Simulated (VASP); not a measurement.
Write the native input for VASP 6.6.1 that does the following.

| Quantity | Value |
| --- | --- |
| Task | relaxation of cell and atoms |
| Functional | PBE |
| Potentials or basis | VASP PAW PBE potentials, release 64 (Cu, O) |
| Cutoff | 600 eV |
| k mesh | 8 × 8 × 4 |
| Occupations | gaussian, width 0.1 eV |
| Spin | collinear spin, ferromagnetic start |
| Starting moments | [1.0, 0.0] μB |
| Dipole correction | no |
| Further INCAR settings | ALGO = Normal; EDIFF = 1e-07; IBRION = 2; EDIFFG = -0.04; NSW = 90; ISIF = 3 |

The structure of CuO lies in POSCAR:

```
CuO
1.0
    2.4503266900      0.0000000000      0.0000000000
    0.0000000000      2.4503266900      0.0000000000
    0.0000000000      0.0000000000      4.4433379800
Cu O
1 1
Direct
    0.5000000000      0.5000000000      0.5000000000
    0.0000000000      0.0000000000      0.0000000000
```

The input as run:

INCAR

```
SYSTEM = CuO
PREC = Accurate
ENCUT = 600
EDIFF = 1E-7
ISMEAR = 0
SIGMA = 0.1
LREAL = .FALSE.
LASPH = .TRUE.
NELM = 150
ALGO = Normal
ISIF = 3
LWAVE = .FALSE.
LCHARG = .FALSE.
ISPIN = 2
MAGMOM = 1 0
LORBIT = 11
LMAXMIX = 4
GGA = PE
IBRION = 2
NSW = 90
EDIFFG = -0.04
```

KPOINTS

```
Automatic mesh
0
G
  8 8 4
  0 0 0
```

Potentials or basis: VASP PAW PBE potentials, release 64 (Cu, O).

Command:

```sh
$ cat potpaw_PBE.64/Cu/POTCAR potpaw_PBE.64/O/POTCAR > POTCAR
$ mpirun -np 1 vasp_std > vasp.out
```

Results of the run:

The relaxed volume is 9.13 Å³/atom and the relaxed cell is a = 2.632 Å, b = 2.632 Å, c = 2.636 Å, α = 90.00°, β = 90.00°, γ = 90.00°. The space group after relaxing (to 0.05 Å) is Pm-3m (No. 221) and the energy gained by relaxing is 1087.8 meV/atom. The ionic steps are 15 and the pressure after relaxing is 0.3 GPa. The net moment is 0.00 μB per cell and the valence electrons inside the program's atomic spheres are Cu 9.74; O 4.87.

Caveat: the volume moved by over 15 % at a fixed basis, so the end points are rough.

It took 21 min on 1 thread of AMD EPYC 7R13, on a shared host, peak memory 0.16 GiB.
